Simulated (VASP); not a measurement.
# MoP3 (Pm-3m) in VASP: further runs, part 2 of 3

VASP 6.6.1. The steps go on from the part before.

## (4) Relaxation of cell and atoms, PBE

This run uses another cell than the first one, of 16.23 Å³/atom, 1.127 times its volume.

Contents of INCAR:

```
SYSTEM = MoP3
ALGO     = Normal         ! electronic algorithm
EDIFF    = 1E-6           ! SCF threshold, eV
EDIFFG   = -0.04          ! ionic threshold
ENCUT    = 600            ! plane-wave cutoff, eV
GGA      = PE             ! functional
IBRION   = 2              ! ionic algorithm
ISIF     = 3              ! what is computed and relaxed
ISMEAR   = 0              ! smearing method
LASPH    = .TRUE.         ! aspherical terms in the spheres
LCHARG   = .FALSE.        ! write CHGCAR
LREAL    = .FALSE.        ! projectors in reciprocal space
LWAVE    = .FALSE.        ! write WAVECAR
NELM     = 60             ! most SCF steps
NSW      = 90             ! ionic steps
PREC     = Accurate       ! precision mode
SIGMA    = 0.1            ! smearing width, eV
```

Contents of KPOINTS:

```
k-points
0
G
  4 4 4
  0 0 0
```

Contents of POSCAR:

```
MoP3
1.0
    4.0190069532      0.0000000000      0.0000000000
    0.0000000000      4.0190069532      0.0000000000
    0.0000000000      0.0000000000      4.0190069532
Mo P
1 3
Direct
    0.0000000000      0.0000000000      0.0000000000
    0.0000000000      0.5000000000      0.5000000000
    0.5000000000      0.0000000000      0.5000000000
    0.5000000000      0.5000000000      0.0000000000
```

Potentials or basis: VASP PAW PBE potentials, release 64 (Mo_sv, P).

Run with:

```console
$ cat potpaw_PBE.64/Mo_sv/POTCAR potpaw_PBE.64/P/POTCAR > POTCAR
$ mpirun -np 1 vasp_std > vasp.out
```

OUTCAR:

```text
SYSTEM = MoP3
   EDIFF = 1E-6
   EDIFFG = -0.04
   ENCUT = 600
   GGA = PE
   IBRION = 2
   ISIF = 3
   ISMEAR = 0
   LASPH = .TRUE.
   LREAL = .FALSE.
   NELM = 60
   NSW = 90
   PREC = Accurate

 ion  position               nearest neighbor table
   1  0.000  0.000  0.000-   2 2.84   3 2.84   4 2.84   2 2.84   3 2.84   2 2.84   4 2.84   2 2.84
                             3 2.84   4 2.84   3 2.84   4 2.84
   2  0.000  0.500  0.500-   1 2.84   3 2.84   4 2.84   1 2.84   4 2.84   1 2.84   3 2.84   1 2.84
                             3 2.84   4 2.84   4 2.84   3 2.84
   3  0.500  0.000  0.500-   1 2.84   2 2.84   4 2.84   1 2.84   4 2.84   2 2.84   4 2.84   4 2.84
                             1 2.84   2 2.84   1 2.84   2 2.84
   4  0.500  0.500  0.000-   1 2.84   2 2.84   3 2.84   2 2.84   3 2.84   1 2.84   3 2.84   3 2.84
                             1 2.84   2 2.84   2 2.84   1 2.84

  LATTYP: Found a simple cubic cell.
 ALAT       =     4.0190069532

  Lattice vectors:

 A1 = (   4.0190069532,   0.0000000000,   0.0000000000)
[... 174 lines left out ...]
 Fermi energy:         9.3181427744

 k-point     1 :       0.0000    0.0000    0.0000
  band No.  band energies     occupation
      1     -51.7995      2.00000
      2     -25.8784      2.00000
      3     -25.8784      2.00000
      4     -25.8784      2.00000
      5      -5.1440      2.00000
      6       0.9912      2.00000
[... 274 lines left out ...]
--------------------------------------- Ionic step        3  -------------------------------------------

 number of electron      29.0000002 magnetization

 Free energy of the ion-electron system (eV)
  ---------------------------------------------------
  ext. energy  EPLUGINS =         0.00000000
  ---------------------------------------------------
  free energy    TOTEN  =       -24.54687194 eV

  energy without entropy =      -24.50257144  energy(sigma->0) =      -24.52472169

 E-fermi :  11.0528     XC(G=0): -12.0986

 val. band max:       11.0468514520   @ k =   0.2500   0.2500   0.2500
 cond. band min:      11.0877882949   @ k =   0.2500   0.2500   0.0000
 fundamental gap:      0.0409368429
 Fermi energy:        11.0528241366

 k-point     1 :       0.0000    0.0000    0.0000
  band No.  band energies     occupation
      1     -49.9835      2.00000
      2     -24.1051      2.00000
      3     -24.1051      2.00000
      4     -24.1051      2.00000
      5      -4.5061      2.00000
      6       2.5257      2.00000
[... 230 lines left out ...]
  FREE ENERGIE OF THE ION-ELECTRON SYSTEM (eV)
  ---------------------------------------------------
  free  energy   TOTEN  =       -24.5468719414 eV

  energy  without entropy=      -24.5025714382  energy(sigma->0) =      -24.52472169

 reached required accuracy - stopping structural energy minimisation
```

OSZICAR:

```text
N       E                     dE             d eps       ncg     rms          rms(c)
DAV:   1     0.191602220500E+03    0.19160E+03   -0.15260E+04   360   0.164E+03
DAV:   2    -0.158537409783E+02   -0.20746E+03   -0.20376E+03   446   0.357E+02
DAV:   3    -0.251856603086E+02   -0.93319E+01   -0.90916E+01   486   0.628E+01
[... 32 lines left out ...]
DAV:   5    -0.245462605833E+02   -0.58337E-03   -0.92485E-03   408   0.759E-01    0.283E-01
DAV:   6    -0.245469104428E+02   -0.64986E-03   -0.10597E-03   422   0.215E-01    0.796E-02
DAV:   7    -0.245468731406E+02    0.37302E-04   -0.58292E-04   406   0.139E-01    0.213E-02
DAV:   8    -0.245468718296E+02    0.13110E-05   -0.23892E-05   418   0.352E-02    0.536E-03
DAV:   9    -0.245468719414E+02   -0.11185E-06   -0.21436E-06   262   0.723E-03
   3 F= -.24546872E+02 E0= -.24524722E+02  d E =-.314498E+00
```

CONTCAR:

```text
MoP3
   1.00000000000000
     3.8609909590084883   -0.0000000000000000   -0.0000000000000000
    -0.0000000000000000    3.8609909590084883   -0.0000000000000000
    -0.0000000000000000   -0.0000000000000000    3.8609909590084883
  Mo              P
     1     3
Direct
     0.0000000000000000    0.0000000000000000    0.0000000000000000
     0.0000000000000000    0.5000000000000000    0.5000000000000000
     0.5000000000000000    0.0000000000000000    0.5000000000000000
     0.5000000000000000    0.5000000000000000    0.0000000000000000

  0.00000000E+00  0.00000000E+00  0.00000000E+00
  0.00000000E+00  0.00000000E+00  0.00000000E+00
  0.00000000E+00  0.00000000E+00  0.00000000E+00
  0.00000000E+00  0.00000000E+00  0.00000000E+00
```

It took 53 s on 1 thread of Intel Xeon 8259CL, shared host; peak memory 0.19 GiB.

Results:

| Property | Result |
| --- | --- |
| Free energy | -24.5469 eV |
| Relaxed volume | 14.39 Å³/atom |
| Relaxed cell | a = 3.861 Å, b = 3.861 Å, c = 3.861 Å, α = 90.00°, β = 90.00°, γ = 90.00° |
| Space group after relaxing (to 0.05 Å) | Pm-3m (No. 221) |
| Energy gained by relaxing | 78.6 meV/atom |
| Ionic steps | 3 |
| Pressure after relaxing | 0.1 GPa |

The path:
| step | energy change (eV) | largest force (eV/Å) | pressure (GPa) | volume (Å³) |
| --- | --- | --- | --- | --- |
| 1 | 0.0000 | 0.0000 | -12.42 | 64.92 |
| 2 | -0.2069 | 0.0000 | 9.52 | 53.80 |
| 3 | -0.3145 | 0.0000 | 0.06 | 57.56 |

Final structure:
```
Mo P
1.0
     3.86099    0.00000    0.00000
     0.00000    3.86099    0.00000
     0.00000    0.00000    3.86099
Mo P
1 3
Cartesian
  0.0000 0.0000 0.0000
  0.0000 1.9305 1.9305
  1.9305 0.0000 1.9305
  1.9305 1.9305 0.0000
```

Caveat: the k points lie up to 0.41 Å⁻¹ apart in the final cell.

## (5) Single point, PBE

This run uses another cell than the first one, of 14.30 Å³/atom, 0.993 times its volume.

Contents of INCAR:

```
  PREC = Accurate
  ENCUT = 520
  EDIFF = 1E-7
  ISMEAR = 0
  SIGMA = 0.1
  LREAL = False
  LASPH = True
  NELM = 80
  ALGO = Normal
  ISIF = 2
  LWAVE = False
  LCHARG = False
  GGA = PE
  NBANDS = 22
```

Contents of KPOINTS:

```
Automatic mesh
0
Gamma
  12 12 12
```

Contents of POSCAR:

```
MoP3
1.0
    3.8526751489      0.0000000000      0.0000000000
    0.0000000000      3.8526751489      0.0000000000
    0.0000000000      0.0000000000      3.8526751489
Mo P
1 3
Direct
    0.0000000000      0.0000000000      0.0000000000
    0.0000000000      0.5000000000      0.5000000000
    0.5000000000      0.0000000000      0.5000000000
    0.5000000000      0.5000000000      0.0000000000
```

Potentials or basis: VASP PAW PBE potentials, release 64 (Mo_sv, P).

Run with:

```console
$ cat potpaw_PBE.64/Mo_sv/POTCAR potpaw_PBE.64/P/POTCAR > POTCAR
$ mpirun -np 1 vasp_std > vasp.out
```

OUTCAR:

```text
PREC = Accurate
   ENCUT = 520
   EDIFF = 1E-7
   ISMEAR = 0
   LREAL = False
   LASPH = True
   NELM = 80
   ISIF = 2
   GGA = PE

 ion  position               nearest neighbor table
   1  0.000  0.000  0.000-   2 2.72   3 2.72   4 2.72   2 2.72   3 2.72   2 2.72   4 2.72   2 2.72
                             3 2.72   4 2.72   3 2.72   4 2.72
   2  0.000  0.500  0.500-   1 2.72   3 2.72   4 2.72   1 2.72   4 2.72   1 2.72   3 2.72   1 2.72
                             3 2.72   4 2.72   4 2.72   3 2.72
   3  0.500  0.000  0.500-   1 2.72   2 2.72   4 2.72   1 2.72   4 2.72   2 2.72   4 2.72   4 2.72
                             1 2.72   2 2.72   1 2.72   2 2.72
   4  0.500  0.500  0.000-   1 2.72   2 2.72   3 2.72   2 2.72   3 2.72   1 2.72   3 2.72   3 2.72
                             1 2.72   2 2.72   2 2.72   1 2.72

  LATTYP: Found a simple cubic cell.
 ALAT       =     3.8526751489

  Lattice vectors:

 A1 = (   3.8526751489,   0.0000000000,   0.0000000000)
 A2 = (   0.0000000000,   3.8526751489,   0.0000000000)
 A3 = (   0.0000000000,   0.0000000000,   3.8526751489)

Analysis of symmetry for initial positions (statically):
=====================================================================
 Subroutine PRICEL returns:
 Original cell was already a primitive cell.

 Routine SETGRP: Setting up the symmetry group for a
 simple cubic supercell.

 Subroutine GETGRP returns: Found 48 space group operations
 (whereof 48 operations were pure point group operations)
 out of a pool of 48 trial point group operations.

The static configuration has the point symmetry O_h .

Analysis of symmetry for dynamics (positions and initial velocities):
=====================================================================
 Subroutine PRICEL returns:
 Original cell was already a primitive cell.

 Routine SETGRP: Setting up the symmetry group for a
 simple cubic supercell.

 Subroutine GETGRP returns: Found 48 space group operations
 (whereof 48 operations were pure point group operations)
 out of a pool of 48 trial point group operations.

The dynamic configuration has the point symmetry O_h .

 Subroutine INISYM returns: Found 48 space group operations
 (whereof 48 operations are pure point group operations),
 and found     1 'primitive' translations

----------------------------------------------------------------------------------------

                                     Primitive cell

  volume of cell :      57.1857

  direct lattice vectors                    reciprocal lattice vectors
     3.852675149  0.000000000  0.000000000     0.259559906  0.000000000  0.000000000
     0.000000000  3.852675149  0.000000000     0.000000000  0.259559906  0.000000000
     0.000000000  0.000000000  3.852675149     0.000000000  0.000000000  0.259559906

  length of vectors
     3.852675149  3.852675149  3.852675149     0.259559906  0.259559906  0.259559906

  position of ions in fractional coordinates (direct lattice)
     0.000000000  0.000000000  0.000000000
     0.000000000  0.500000000  0.500000000
     0.500000000  0.000000000  0.500000000
     0.500000000  0.500000000  0.000000000

  ion indices of the primitive-cell ions
   primitive index   ion index
                 1           1
                 2           2
                 3           3
[... 27 lines left out ...]

 Following reciprocal coordinates:
            Coordinates               Weight
  0.000000  0.000000  0.000000      1.000000
  0.083333  0.000000  0.000000      6.000000
  0.166667  0.000000  0.000000      6.000000
  0.250000  0.000000  0.000000      6.000000
  0.333333  0.000000  0.000000      6.000000
  0.416667  0.000000  0.000000      6.000000
[... 16 lines left out ...]
  0.333333  0.333333  0.000000     12.000000
  0.416667  0.333333  0.000000     24.000000
 [... further k-points ...]
   k-points           NKPTS =     84   k-points in BZ     NKDIM =     84   number of bands    NBANDS=     22
   number of dos      NEDOS =    301   number of ions     NIONS =      4
   total plane-waves  NPLWV =  27000
   dimension x,y,z NGX =    30 NGY =   30 NGZ =   30
   dimension x,y,z NGXF=    60 NGYF=   60 NGZF=   60
   ions per type =               1   3
   NGX,Y,Z   is equivalent  to a cutoff of  12.95, 12.95, 12.95 a.u.
   NGXF,Y,Z  is equivalent  to a cutoff of  25.89, 25.89, 25.89 a.u.
 SYSTEM =  unknown system
   PREC   = accura    normal or accurate (medium, high low for compatibility)
   ISTART =      0    job   : 0-new  1-cont  2-samecut
   ICHARG =      2    charge: 1-file 2-atom 10-const
   ISPIN  =      1    spin polarized calculation?
   LNONCOLLINEAR =      F non collinear calculations
   LSORBIT =      F    spin-orbit coupling
   LASPH  =      T    aspherical Exc in radial PAW
   ENCUT  =  520.0 eV  38.22 Ry    6.18 a.u.   7.16  7.16  7.16*2*pi/ulx,y,z
   NELM   =     80;   NELMIN=  2; NELMDL= -5     # of ELM steps
   EDIFF  = 0.1E-06   stopping-criterion for ELM
   LREAL  =      F    real-space projection
   EDIFFG = 0.1E-05   stopping-criterion for IOM
   NSW    =      0    number of steps for IOM
   IBRION =     -1    ionic relax: 0-MD 1-quasi-New 2-CG
   NFREE  =      0    steps in history (QN), initial steepest desc. (CG)
   ISIF   =      2    stress and relaxation
   ISYM   =      2    0-nonsym 1-usesym 2-fastsym
   POTIM  = 0.5000    time-step for ionic-motion
   TEBEG  =    0.0;   TEEND  =   0.0 temperature during run
   PSTRESS=    0.0 pullay stress
   NELECT =      29.0000    total number of electrons
   NUPDOWN=      -1.0000    fix difference up-down
   EMIN   =  10.00;   EMAX   =-10.00  energy-range for DOS
   EFERMI =   0.00;   METHOD = LEGACY
   ISMEAR =     0;   SIGMA  =   0.10  broadening in eV -4-tet -1-fermi 0-gaus
   EFERMI_NEDOS =   21; number of points for ismear=-14 and -15
   IALGO  =     38    algorithm
   IMIX   =      4    mixing-type and parameters
     AMIX     =   0.40;   BMIX     =  1.00
     AMIX_MAG =   1.60;   BMIX_MAG =  1.00
  volume/ion in A,a.u.               =      14.30        96.48
  Fermi-wavevector in a.u.,A,eV,Ry     =   1.305505  2.467046 23.188988  1.704343
  Thomas-Fermi vector in A             =   2.436369
   LORBIT       =      0    0 simple, 1 ext, 2 COOP (PROOUT), +10 PAW based schemes
   GGA     = PE    functional components
   LHFCALC =     F    Hartree Fock is set to
   AEXX    =    0.0000 exact exchange contribution
   IVDW    =     0    specifies the selected vdW correction
   LEPSILON=     F    determine dielectric tensor
   LRPA    =     F    only Hartree local field effects (RPA)
 non-spin polarized calculation
 Gauss-broadening in eV      SIGMA  =   0.10
  energy-cutoff  :      520.00
  volume of cell :       57.19
 maximum number of plane-waves:      1568
 NGX is ok and might be reduce to    30
   NGX = 15   NGY = 15   NGZ = 15

 number of electron      28.9999996 magnetization

 Free energy of the ion-electron system (eV)
  ---------------------------------------------------
  ext. energy  EPLUGINS =         0.00000000
  ---------------------------------------------------
  free energy    TOTEN  =       -24.63042878 eV

  energy without entropy =      -24.61615491  energy(sigma->0) =      -24.62329185

 E-fermi :  11.2508     XC(G=0): -12.1282

 val. band max:       11.2464793343   @ k =   0.2500   0.1667   0.1667
 cond. band min:      11.2579693410   @ k =   0.5000   0.3333   0.3333
 fundamental gap:      0.0114900067
 Fermi energy:        11.2507659811

 k-point     1 :       0.0000    0.0000    0.0000
  band No.  band energies     occupation
      1     -49.8513      2.00000
      2     -23.9762      2.00000
      3     -23.9762      2.00000
      4     -23.9762      2.00000
      5      -4.4746      2.00000
      6       2.6120      2.00000
[... 589 lines left out ...]
     21      16.0563      0.00000
     22      18.4172      0.00000

 [... further k-points ...]

------------------------ aborting loop because EDIFF is reached ----------------------------------------

  FORCE on cell =-STRESS in cart. coord.  units (eV):
  Direction    XX          YY          ZZ          XY          YZ          ZX
  --------------------------------------------------------------------------------------
  -------------------------------------------------------------------------------------
  Total       -0.0160366     -0.0160366     -0.0160366      0.0000000      0.0000000     -0.0000000
  in kB       -0.4493000     -0.4493000     -0.4493000      0.0000000      0.0000000     -0.0000000
  external PRESSURE =      -0.4493000 kB  Pullay stress =       0.0000000 kB

 VOLUME and BASIS-vectors are now :
 -----------------------------------------------------------------------------
  energy-cutoff  :      520.00
  volume of cell :       57.19
      direct lattice vectors                 reciprocal lattice vectors
     3.852675149  0.000000000  0.000000000     0.259559906  0.000000000  0.000000000
     0.000000000  3.852675149  0.000000000     0.000000000  0.259559906  0.000000000
     0.000000000  0.000000000  3.852675149     0.000000000  0.000000000  0.259559906

 POSITION                                       TOTAL-FORCE (eV/Angst)
 -----------------------------------------------------------------------------------
      0.00000      0.00000      0.00000         0.000000      0.000000      0.000000
      0.00000      1.92634      1.92634         0.000000      0.000000      0.000000
      1.92634      0.00000      1.92634         0.000000      0.000000      0.000000
      1.92634      1.92634      0.00000         0.000000      0.000000      0.000000
 -----------------------------------------------------------------------------------
    total drift:                                0.000000     -0.000000     -0.000000

  FREE ENERGIE OF THE ION-ELECTRON SYSTEM (eV)
  ---------------------------------------------------
  free  energy   TOTEN  =       -24.6304287833 eV

  energy  without entropy=      -24.6161549116  energy(sigma->0) =      -24.62329185
```

OSZICAR:

```text
N       E                     dE             d eps       ncg     rms          rms(c)
DAV:   1     0.165121202941E+03    0.16512E+03   -0.14034E+04  3696   0.122E+03
DAV:   2    -0.185175249042E+02   -0.18364E+03   -0.17605E+03  4378   0.301E+02
DAV:   3    -0.255433125845E+02   -0.70258E+01   -0.67566E+01  4732   0.500E+01
DAV:   4    -0.256402175107E+02   -0.96905E-01   -0.96654E-01  4066   0.592E+00
DAV:   5    -0.256416470416E+02   -0.14295E-02   -0.14294E-02  4470   0.669E-01    0.176E+01
DAV:   6    -0.258099916839E+02   -0.16834E+00   -0.12668E+01  3864   0.183E+01    0.903E+00
DAV:   7    -0.246776580411E+02    0.11323E+01   -0.54621E+00  3890   0.127E+01    0.551E+00
DAV:   8    -0.246303176871E+02    0.47340E-01   -0.27145E-01  3968   0.308E+00    0.143E+00
DAV:   9    -0.246306189963E+02   -0.30131E-03   -0.96659E-03  4492   0.577E-01    0.353E-01
DAV:  10    -0.246304347108E+02    0.18429E-03   -0.17725E-03  3936   0.294E-01    0.167E-01
DAV:  11    -0.246304286338E+02    0.60771E-05   -0.11106E-04  4080   0.720E-02    0.385E-02
DAV:  12    -0.246304287609E+02   -0.12710E-06   -0.71737E-06  4186   0.202E-02    0.648E-03
DAV:  13    -0.246304289094E+02   -0.14857E-06   -0.42916E-07  4072   0.458E-03    0.147E-03
DAV:  14    -0.246304287989E+02    0.11052E-06   -0.23051E-08  2100   0.103E-03    0.902E-04
DAV:  15    -0.246304287833E+02    0.15561E-07   -0.26762E-09  2028   0.438E-04
   1 F= -.24630429E+02 E0= -.24623292E+02  d E =-.142739E-01
```

stdout:

```text
POSCAR found type information on POSCAR MoP
 POSCAR found :  2 types and       4 ions
 scaLAPACK will be used
 LDA part: xc-table for (Slater+PW92), standard interpolation
 POSCAR, INCAR and KPOINTS ok, starting setup
 FFT: planning ... GRIDC
 FFT: planning ... GRID_SOFT
 FFT: planning ... GRID
 WAVECAR not read
 entering main loop
```

Wall time 2.5 min (1 thread of Intel Xeon 8259CL, shared host); peak memory 0.23 GiB.

Results:

```
Free energy : -24.6304 eV
Pressure    : 0.0 GPa
```

Levels at points of the mesh, in eV from the Fermi level:
```csv
k point,band 13,band 14,band 15,band 16,band 17,band 18
"(0.00, 0.00, 0.00)",-1.42,-0.12,-0.12,0.05,0.19,0.19
"(0.50, 0.00, 0.00)",-1.65,-1.47,-1.09,0.52,0.63,0.63
"(0.50, 0.50, 0.00)",-1.26,-1.26,-0.42,-0.25,1.04,3.96
"(0.50, 0.50, 0.50)",0.05,0.05,1.11,1.11,1.11,4.47
```

(Part 2 of 3 ends here.)
